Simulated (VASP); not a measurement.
# Y (C2/c) in VASP: single point with LDA

Aim: the single point of Y with LDA.

Program: VASP 6.6.1. These are calculated values, not measurements. Logs are shortened: lines on timing, memory, paths and dates and some standing lists are left out, and cuts for length are marked.

**1. The cell of the first run**

Symmetry: C2/c, No. 15, monoclinic system. Conventional cell: a = 3.539 Å, b = 6.131 Å, c = 5.532 Å, α = 90.00°, β = 90.09°, γ = 90.00°. Y (site symmetry 2) has 12 Y at 3.44 to 3.54 Å within 4.5 Å.

**2. Single point, LDA**

The input, INCAR:

```
SYSTEM = Y
  ALGO = Normal
  EDIFF = 1E-6
  ENCUT = 520
  ISIF = 2
  ISMEAR = -1
  ISYM = 0
  LASPH = .TRUE.
  LCHARG = .TRUE.
  LELF = .TRUE.
  LREAL = .FALSE.
  LVHAR = .TRUE.
  LWAVE = .FALSE.
  NBANDS = 18
  NELM = 100
  PREC = Accurate
  SIGMA = 0.1
```

The input, KPOINTS:

```
k-points
0
G
  10 10 7
  0 0 0
```

The input, POSCAR:

```
Y
1.0
   -1.9530435834      2.3821280543      1.7432648006
    2.3821280543     -1.9530435834      1.7432648006
    3.8527976435      3.8527976435     -0.9573958061
Y
2
Direct
    0.0416518450      0.9583481550      1.0000000000
    0.7083481550      0.2916518450      0.5000000000
```

Potentials or basis: VASP PAW LDA potentials, release 64 (Y_sv).

The run is started by

```
$ cat potpaw_LDA.64/Y_sv/POTCAR > POTCAR
$ mpirun -np 1 vasp_std > vasp.out
```

OUTCAR:

```text
SYSTEM = Y
   EDIFF = 1E-6
   ENCUT = 520
   ISIF = 2
   ISMEAR = -1
   ISYM = 0
   LASPH = .TRUE.
   LREAL = .FALSE.
   NELM = 100
   PREC = Accurate

 ion  position               nearest neighbor table
   1  0.042  0.958  0.000-   2 3.44   2 3.44   2 3.44   2 3.44   2 3.44   2 3.44
   2  0.708  0.292  0.500-   1 3.44   1 3.44   1 3.44   1 3.44   1 3.44   1 3.44

IMPORTANT INFORMATION: All symmetrisations will be switched off!
NOSYMM: (Re-)initialisation of all symmetry stuff for point group C_1.

----------------------------------------------------------------------------------------

                                     Primitive cell

  volume of cell :      60.0148

  direct lattice vectors                    reciprocal lattice vectors
    -1.953043583  2.382128054  1.743264801    -0.080756925  0.149914450  0.278306996
     2.382128054 -1.953043583  1.743264801     0.149914450 -0.080756925  0.278306996
     3.852797644  3.852797644 -0.957395806     0.125924804  0.125924804 -0.030994934

  length of vectors
     3.539475310  3.539475310  5.532152031     0.326267999  0.326267999  0.180761718

  position of ions in fractional coordinates (direct lattice)
     0.041651845  0.958348155  0.000000000
     0.708348155  0.291651845  0.500000000

  ion indices of the primitive-cell ions
   primitive index   ion index
                 1           1
                 2           2

----------------------------------------------------------------------------------------

 KPOINTS: k-points

Automatic generation of k-mesh.
 Grid dimensions read from file:
 generate k-points for:   10   10    7

 Generating k-lattice:

  Cartesian coordinates                     Fractional coordinates (reciprocal lattice)
    -0.008075692  0.014991445  0.027830700     0.100000000  0.000000000 -0.000000000
     0.014991445 -0.008075692  0.027830700     0.000000000  0.100000000 -0.000000000
     0.017989258  0.017989258 -0.004427848    -0.000000000 -0.000000000  0.142857143

  Length of vectors
     0.032626800  0.032626800  0.025823103

  Shift w.r.t. Gamma in fractional coordinates (k-lattice)
     0.000000000  0.000000000  0.000000000

 Subroutine IBZKPT returns following result:
 ===========================================

 Found    352 irreducible k-points:

 Following reciprocal coordinates:
            Coordinates               Weight
  0.000000  0.000000  0.000000      1.000000
  0.100000  0.000000  0.000000      2.000000
  0.000000 -0.100000 -0.000000      2.000000
  0.200000  0.000000  0.000000      2.000000
  0.000000 -0.200000 -0.000000      2.000000
  0.300000  0.000000 -0.000000      2.000000
[... 16 lines left out ...]
 -0.300000  0.100000  0.000000      2.000000
 -0.100000  0.300000 -0.000000      2.000000
 [... further k-points ...]
   k-points           NKPTS =    352   k-points in BZ     NKDIM =    352   number of bands    NBANDS=     18
   number of dos      NEDOS =    301   number of ions     NIONS =      2
   total plane-waves  NPLWV =  32928
   dimension x,y,z NGX =    28 NGY =   28 NGZ =   42
   dimension x,y,z NGXF=    56 NGYF=   56 NGZF=   84
   ions per type =               2
   NGX,Y,Z   is equivalent  to a cutoff of  13.15, 13.15, 12.62 a.u.
   NGXF,Y,Z  is equivalent  to a cutoff of  26.30, 26.30, 25.24 a.u.
 SYSTEM =  Y
   PREC   = accura    normal or accurate (medium, high low for compatibility)
   ISTART =      0    job   : 0-new  1-cont  2-samecut
   ICHARG =      2    charge: 1-file 2-atom 10-const
   ISPIN  =      1    spin polarized calculation?
   LNONCOLLINEAR =      F non collinear calculations
   LSORBIT =      F    spin-orbit coupling
   LASPH  =      T    aspherical Exc in radial PAW
   ENCUT  =  520.0 eV  38.22 Ry    6.18 a.u.   6.58  6.58 10.29*2*pi/ulx,y,z
   NELM   =    100;   NELMIN=  2; NELMDL= -5     # of ELM steps
   EDIFF  = 0.1E-05   stopping-criterion for ELM
   LREAL  =      F    real-space projection
   EDIFFG = 0.1E-04   stopping-criterion for IOM
   NSW    =      0    number of steps for IOM
   IBRION =     -1    ionic relax: 0-MD 1-quasi-New 2-CG
   NFREE  =      0    steps in history (QN), initial steepest desc. (CG)
   ISIF   =      2    stress and relaxation
   ISYM   =      0    0-nonsym 1-usesym 2-fastsym
   POTIM  = 0.5000    time-step for ionic-motion
   TEBEG  =    0.0;   TEEND  =   0.0 temperature during run
   PSTRESS=    0.0 pullay stress
   NELECT =      22.0000    total number of electrons
   NUPDOWN=      -1.0000    fix difference up-down
   EMIN   =  10.00;   EMAX   =-10.00  energy-range for DOS
   EFERMI =   0.00;   METHOD = LEGACY
   ISMEAR =    -1;   SIGMA  =   0.10  broadening in eV -4-tet -1-fermi 0-gaus
   EFERMI_NEDOS =   21; number of points for ismear=-14 and -15
   IALGO  =     38    algorithm
   IMIX   =      4    mixing-type and parameters
     AMIX     =   0.40;   BMIX     =  1.00
     AMIX_MAG =   1.60;   BMIX_MAG =  1.00
  volume/ion in A,a.u.               =      30.01       202.50
  Fermi-wavevector in a.u.,A,eV,Ry     =   1.171646  2.214089 18.677444  1.372753
  Thomas-Fermi vector in A             =   2.308086
   LORBIT       =      0    0 simple, 1 ext, 2 COOP (PROOUT), +10 PAW based schemes
   GGA     = CA    functional components
   LHFCALC =     F    Hartree Fock is set to
   AEXX    =    0.0000 exact exchange contribution
   IVDW    =     0    specifies the selected vdW correction
   LEPSILON=     F    determine dielectric tensor
   LRPA    =     F    only Hartree local field effects (RPA)
 non-spin polarized calculation
  energy-cutoff  :      520.00
  volume of cell :       60.01
 maximum number of plane-waves:      1642
 NGX is ok and might be reduce to    28
   NGX = 13   NGY = 13   NGZ = 21

 number of electron      22.0000000 magnetization

 Free energy of the ion-electron system (eV)
  ---------------------------------------------------
  ext. energy  EPLUGINS =         0.00000000
  ---------------------------------------------------
  free energy    TOTEN  =       -13.95174062 eV

  energy without entropy =      -13.83586641  energy(sigma->0) =      -13.89380351

 E-fermi :   3.2803     XC(G=0):  -9.9990

 val. band max:        3.2727845992   @ k =   0.5000   0.3000   0.4286
 cond. band min:       3.2864897192   @ k =   0.5000   0.4000  -0.0000
 fundamental gap:      0.0137051200
 Fermi energy:         3.2802671618

 k-point     1 :       0.0000    0.0000    0.0000
  band No.  band energies     occupation
      1     -38.9617      2.00000
      2     -38.8489      2.00000
      3     -19.4969      2.00000
      4     -18.8409      2.00000
      5     -18.8407      2.00000
      6     -18.7184      2.00000
[... 10 lines left out ...]
     17       6.1750      0.00000
     18       6.1766      0.00000

 k-point     2 :       0.1000    0.0000    0.0000
  band No.  band energies     occupation
      1     -38.9542      2.00000
      2     -38.8464      2.00000
      3     -19.4727      2.00000
      4     -18.8900      2.00000
      5     -18.8576      2.00000
      6     -18.7701      2.00000
[... 10 lines left out ...]
     17       5.9327      0.00000
     18       5.9590      0.00000

 k-point     3 :       0.0000   -0.1000   -0.0000
  band No.  band energies     occupation
      1     -38.9542      2.00000
      2     -38.8464      2.00000
      3     -19.4727      2.00000
      4     -18.8900      2.00000
      5     -18.8576      2.00000
      6     -18.7701      2.00000
[... 10 lines left out ...]
     17       5.9327      0.00000
     18       5.9590      0.00000

 k-point     4 :       0.2000    0.0000    0.0000
  band No.  band energies     occupation
      1     -38.9341      2.00000
      2     -38.8402      2.00000
      3     -19.4050      2.00000
      4     -19.0192      2.00000
      5     -18.9003      2.00000
      6     -18.8994      2.00000
[... 10 lines left out ...]
     17       6.3446      0.00000
     18       6.5276      0.00000

 k-point     5 :       0.0000   -0.2000   -0.0000
  band No.  band energies     occupation
      1     -38.9341      2.00000
      2     -38.8402      2.00000
      3     -19.4050      2.00000
      4     -19.0192      2.00000
      5     -18.9003      2.00000
      6     -18.8994      2.00000
[... 10 lines left out ...]
     17       6.3446      0.00000
     18       6.5276      0.00000

 k-point     6 :       0.3000    0.0000   -0.0000
  band No.  band energies     occupation
      1     -38.9073      2.00000
      2     -38.8345      2.00000
      3     -19.3073      2.00000
      4     -19.1791      2.00000
      5     -19.0519      2.00000
      6     -18.9483      2.00000
[... 10 lines left out ...]
     17       7.1236      0.00000
     18       7.4216      0.00000

 k-point     7 :      -0.0000   -0.3000    0.0000
  band No.  band energies     occupation
      1     -38.9073      2.00000
      2     -38.8345      2.00000
      3     -19.3073      2.00000
      4     -19.1791      2.00000
      5     -19.0519      2.00000
      6     -18.9483      2.00000
[... 10 lines left out ...]
     17       7.1236      0.00000
     18       7.4216      0.00000

 k-point     8 :       0.4000    0.0000   -0.0000
  band No.  band energies     occupation
      1     -38.8824      2.00000
      2     -38.8329      2.00000
      3     -19.3078      2.00000
      4     -19.2048      2.00000
      5     -19.1685      2.00000
      6     -18.9863      2.00000
[... 10 lines left out ...]
     17       8.2159      0.00000
     18       8.4143      0.00000
[... 229 lines left out ...]
     17       8.5615      0.00000
     18       9.1259      0.00000

 k-point    20 :      -0.1000    0.5000   -0.0000
  band No.  band energies     occupation
      1     -38.8711      2.00000
      2     -38.8340      2.00000
      3     -19.3305      2.00000
      4     -19.1906      2.00000
      5     -19.1528      2.00000
      6     -19.0214      2.00000
[... 10 lines left out ...]
     17       8.5615      0.00000
     18       9.1311      0.00000

 k-point    21 :      -0.4000    0.1000    0.0000
  band No.  band energies     occupation
      1     -38.8906      2.00000
      2     -38.8328      2.00000
      3     -19.2424      2.00000
      4     -19.2404      2.00000
      5     -19.1298      2.00000
      6     -18.9798      2.00000
[... 10 lines left out ...]
     17       7.6965      0.00000
     18       8.3445      0.00000

 k-point    22 :      -0.1000    0.4000   -0.0000
  band No.  band energies     occupation
      1     -38.8906      2.00000
      2     -38.8328      2.00000
      3     -19.2424      2.00000
      4     -19.2404      2.00000
      5     -19.1298      2.00000
      6     -18.9798      2.00000
[... 10 lines left out ...]
     17       7.6965      0.00000
     18       8.3445      0.00000

 k-point    23 :      -0.3000    0.1000    0.0000
  band No.  band energies     occupation
      1     -38.9169      2.00000
      2     -38.8362      2.00000
      3     -19.3435      2.00000
      4     -19.0982      2.00000
      5     -19.0306      2.00000
      6     -18.9084      2.00000
[... 10 lines left out ...]
     17       6.6164      0.00000
     18       7.2850      0.00000

 k-point    24 :      -0.1000    0.3000   -0.0000
  band No.  band energies     occupation
      1     -38.9169      2.00000
      2     -38.8362      2.00000
      3     -19.3435      2.00000
      4     -19.0982      2.00000
      5     -19.0306      2.00000
      6     -18.9084      2.00000
[... 10 lines left out ...]
     17       6.6164      0.00000
     18       7.2850      0.00000

 [... further k-points ...]
[... 5 lines left out ...]
  --------------------------------------------------------------------------------------
  -------------------------------------------------------------------------------------
  Total       -0.0592588     -0.0592563     -0.0777900      0.0182916      0.0069195      0.0069113
  in kB       -1.5819957     -1.5819286     -2.0767112      0.4883200      0.1847264      0.1845056
  external PRESSURE =      -1.7468785 kB  Pullay stress =       0.0000000 kB

 VOLUME and BASIS-vectors are now :
 -----------------------------------------------------------------------------
  energy-cutoff  :      520.00
  volume of cell :       60.01
      direct lattice vectors                 reciprocal lattice vectors
    -1.953043583  2.382128054  1.743264801    -0.080756925  0.149914450  0.278306996
     2.382128054 -1.953043583  1.743264801     0.149914450 -0.080756925  0.278306996
     3.852797644  3.852797644 -0.957395806     0.125924804  0.125924804 -0.030994934

 POSITION                                       TOTAL-FORCE (eV/Angst)
 -----------------------------------------------------------------------------------
      2.20156     -1.77248      1.74326         0.000078     -0.000072     -0.000001
      1.23772      3.04417      1.26457        -0.000078      0.000072      0.000001
 -----------------------------------------------------------------------------------
    total drift:                               -0.000008      0.000000      0.000002

  FREE ENERGIE OF THE ION-ELECTRON SYSTEM (eV)
  ---------------------------------------------------
  free  energy   TOTEN  =       -13.9517406212 eV

  energy  without entropy=      -13.8358664051  energy(sigma->0) =      -13.89380351
```

Run time: 10 min. Hardware: 1 thread of AMD EPYC 7R43 (Zen 3), shared host; peak memory 0.4 GiB.

Results:

```
Free energy            : -13.9517 eV
Pressure               : -0.2 GPa
Band gap on the k mesh : zero (bands 11 and 12 overlap by 1.75 eV)
```

Levels at points of the mesh, in eV from the Fermi level:
```csv
k point,band 7,band 8,band 9,band 10,band 11,band 12,band 13,band 14,band 15,band 16
"(0.00, 0.00, 0.00)",-22.00,-21.95,-4.81,-2.01,1.30,1.76,1.77,2.13,2.45,2.45
"(0.50, 0.00, 0.00)",-22.17,-22.07,-1.71,-1.38,-0.96,0.10,1.44,1.55,2.24,5.42
"(0.00, 0.50, 0.00)",-22.17,-22.07,-1.71,-1.38,-0.96,0.10,1.44,1.55,2.24,5.42
"(0.50, 0.50, 0.00)",-22.17,-22.07,-1.72,-1.38,-0.96,0.10,1.45,1.55,2.24,5.42
```
